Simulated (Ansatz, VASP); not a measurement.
## Tl in VASP and in Ansatz

```
Tl
1.0
    -1.96195    1.96195    1.96195
     1.96195   -1.96195    1.96195
     1.96195    1.96195   -1.96195
Tl
1
Direct
  0.00000 0.00000 0.00000
```

Alike in both runs: task single point; functional PBE; k mesh 18 × 18 × 18; occupations fermi-dirac, width 0.1 eV; no spin polarisation.

|  | VASP | Ansatz |
| --- | --- | --- |
| version | VASP 6.6.1 | Ansatz 0.2.0 |
| potentials or method | VASP PAW PBE potentials, release 64 (Tl_d), cutoff 520 eV | plane waves (420 eV) with PAW, scalar-relativistic |
| valence electrons in the cell | 13 | 13 |

|  | VASP | Ansatz | Ansatz less VASP |
| --- | --- | --- | --- |
| pressure (GPa) | 1.1 | 1.1 | +0.06 |

Neither program's run includes spin-orbit coupling.
